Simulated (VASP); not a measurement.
# ZnCdInAgSe4: single point with PBE

Crystal: ZnCdInAgSe4.

```xyz
16
Lattice="-6.0325 6.0090 -0.0238 -6.0419 -0.0332 6.0737 0.0356 6.0208 6.0760" Properties=species:S:1:pos:R:3 pbc="T T T"
Zn   -9.1130    8.9278   12.0767
Zn   -8.9922    5.9689    2.9626
Se  -10.5760    7.4498    7.5255
Se   -7.5998    4.4390    7.5560
Se   -7.6264    7.4787    4.4865
Se  -10.4227   10.5119   10.5967
Se   -4.4685    4.4400    4.5822
Se   -7.5734    7.5628   10.6810
Se   -7.5914   10.6522    7.6078
Se   -4.3772    7.5506    7.6202
Ag   -6.0764   -0.1159    6.0112
Ag   -2.9006    2.9877    6.2012
Cd   -6.0796    9.1125    9.0192
Cd   -5.9512    6.0812    6.0381
In    0.0630    2.9581    3.0972
In   -9.1108    6.0304    9.1814
```

```json
{
  "Program": "VASP 6.6.1",
  "Task": "single point",
  "Functional": "PBE",
  "Potentials or basis": "VASP PAW PBE potentials, release 64 (Zn, Se, Ag, Cd, In_d)",
  "Cutoff": "520 eV",
  "k mesh": "2 × 2 × 2, shifted",
  "Occupations": "gaussian, width 0.1 eV",
  "Spin": "no spin polarisation"
}
```

```json
{"Pressure": "0.1 GPa", "Largest force": "0.060 eV/Å", "Band gap on the k mesh": "0.51 eV"}
```

Forces on the atoms (eV/Å):
```
Zn  -0.007 -0.002  0.022
Zn  -0.029  0.027  0.008
Se   0.010 -0.006 -0.014
Se   0.000 -0.002  0.007
Se  -0.024  0.018  0.011
Se  -0.004  0.012 -0.002
Se   0.018 -0.019  0.017
Se   0.002 -0.029  0.002
Se  -0.004  0.013 -0.058
Se   0.029 -0.009  0.006
Ag  -0.006 -0.011 -0.009
Ag  -0.008 -0.015  0.010
Cd   0.001 -0.007  0.022
Cd  -0.005 -0.013 -0.014
In   0.009 -0.005  0.001
In   0.017  0.047 -0.010
```

Levels at points of the mesh, in eV from the valence-band top:
```csv
k point,band 70,band 71,band 72,band 73,band 74,band 75
"(0.25, 0.25, 0.25)",-0.90,-0.25,0.00,0.51,1.09,1.70
```

It took 5.7 min on 1 thread of Intel(R) Xeon(R) Platinum 8259CL CPU @ 2.50GHz (Skylake/Cascade Lake), on a shared host, peak memory 0.62 GiB.

Caveat: spin-orbit coupling is left out, which moves the levels of the heavy elements; a shifted mesh leaves out Γ, where band edges can lie. A k mesh can miss the band edges.
